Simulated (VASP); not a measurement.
Set up this calculation in VASP 6.6.1, as the native input.

```
Task                   : single point
Functional             : PBE
Potentials or basis    : VASP PAW PBE potentials, release 64 (Ta_pv)
Cutoff                 : 520 eV
k mesh                 : 13 × 13 × 13
Occupations            : gaussian, width 0.3 eV
Spin                   : no spin polarisation
Dipole correction      : no
Further INCAR settings : ALGO = Normal; EDIFF = 1e-06; NBANDS = 12
```

The structure of Ta lies in POSCAR:

```
Ta
1.0
   -1.6607181506      1.6607181506      1.6607181506
    1.6607181506     -1.6607181506      1.6607181506
    1.6607181506      1.6607181506     -1.6607181506
Ta
1
Direct
    0.0000000000      0.0000000000      0.0000000000
```

One way to write it, as run:

INCAR

```
PREC = Accurate
ENCUT = 520
EDIFF = 1E-6
ISMEAR = 0
SIGMA = 0.3
LREAL = F
LASPH = T
NELM = 100
ALGO = Normal
ISIF = 2
LWAVE = F
LCHARG = F
GGA = PE
NBANDS = 12
```

KPOINTS

```
Automatic mesh
0
Gamma
  13 13 13
```

Potentials or basis: VASP PAW PBE potentials, release 64 (Ta_pv).

Run with:

```console
$ cat potpaw_PBE.64/Ta_pv/POTCAR > POTCAR
$ mpirun -np 1 vasp_std > vasp.out
```

Results of the run:

```yaml
Pressure: 0.1 GPa
```

Wall time 22 s on 1 thread of Intel Xeon 8259CL, with other jobs on the host, peak memory 0.15 GiB.
